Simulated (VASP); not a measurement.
Set up this calculation in VASP 6.6.1, as the native input.

```yaml
Task: single point
Functional: PBEsol
Potentials_or_basis: VASP PAW PBE potentials, release 64 (Ag, O)
Cutoff: 520 eV
k_mesh: 18 × 18 × 18
Occupations: gaussian, width 0.15 eV
Spin: no spin polarisation
Dipole_correction: no
Further_INCAR_settings: ALGO = Normal; EDIFF = 1e-06; NBANDS = 16
```

The structure of AgO lies in POSCAR:

```
AgO
1.0
    0.0000000000      2.6159229520      2.0404199025
    2.6159229520      0.0000000000      2.0404199025
    2.6159229520      2.6159229520      0.0000000000
Ag O
1 1
Direct
    0.0000000000      0.0000000000      0.0000000000
    0.7500000000      0.7500000000      0.7500000000
```

This cell differs from its parent crystal: ratio of the length along z to the lengths across it x 0.78, volume and fractional coordinates fixed.

These files were run (other wordings do the same):

INCAR

```
PREC     = Accurate       # precision mode
ENCUT    = 520            # plane-wave cutoff, eV
EDIFF    = 1E-6           # SCF threshold, eV
ISMEAR   = 0              # smearing method
SIGMA    = 0.15           # smearing width, eV
LREAL    = F              # projectors in reciprocal space
LASPH    = T              # aspherical terms in the spheres
NELM     = 100            # most SCF steps
ALGO     = Normal         # electronic algorithm
ISIF     = 2              # what is computed and relaxed
LWAVE    = F              # write WAVECAR
LCHARG   = T              # write CHGCAR
GGA      = PS             # functional
LELF     = T              # ELF
LVHAR    = T            
NBANDS   = 16             # bands
```

KPOINTS

```
Automatic mesh
0
Gamma
  18 18 18
```

Potentials or basis: VASP PAW PBE potentials, release 64 (Ag, O).

The run is started by

```console
$ cat potpaw_PBE.64/Ag/POTCAR potpaw_PBE.64/O/POTCAR > POTCAR
$ mpirun -np 1 vasp_std > vasp.out
```

Results of the run:

* Pressure: 5.9 GPa
* Band gap on the k mesh: zero (an odd number of electrons rules out a gap without spin polarisation)

Caveat: the cell stands under pressure; the PAW data sets were made with another functional, which shifts forces and pressure a little; an odd number of electrons without spin polarisation forces a metal; a magnetic or distorted state may lie lower.

Wall time 6.2 min on 1 thread of Intel Xeon 8259CL, with other jobs on the host, peak memory 0.33 GiB.
